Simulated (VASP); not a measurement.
Here is a VASP 6.6.1 calculation.

File INCAR:

```
ALGO = Normal
EDIFF = 1E-6
ENCUT = 520
GGA = RP
ISIF = 2
ISMEAR = -1
ISPIN = 2
LASPH = T
LCHARG = T
LELF = T
LMAXMIX = 6
LORBIT = 11
LREAL = F
LVHAR = T
LWAVE = F
MAGMOM = 1
NBANDS = 16
NELM = 150
PREC = Accurate
SIGMA = 0.05
```

File KPOINTS:

```
k-points
0
Gamma
  15 15 15
```

File POSCAR:

```
Ce
1.0
    0.0000000000      2.4069690315      2.4069690315
    2.4069690315      0.0000000000      2.4069690315
    2.4069690315      2.4069690315      0.0000000000
Ce
1
Direct
    0.0000000000      0.0000000000      0.0000000000
```

Potentials or basis: VASP PAW PBE potentials, release 64 (Ce).

Run with:

```sh
$ cat potpaw_PBE.64/Ce/POTCAR > POTCAR
$ mpirun -np 1 vasp_std > vasp.out
```

(1) Predict the pressure.

(2) Predict the net moment.

(3) Predict the band gap on the k mesh.

## Answers

(1) -0.1 GPa.

(2) 0.00 μB per cell.

(3) zero (filled and empty bands overlap).

Caveat: the magnetic or orbital state may not be the lowest; the moments typed at the start vanished in this run; the PAW data sets were made with another functional, which shifts forces and pressure a little; spin-orbit coupling is left out, which moves the levels of the heavy elements; semilocal functionals describe open f shells poorly, which spoils levels, moments and volumes.
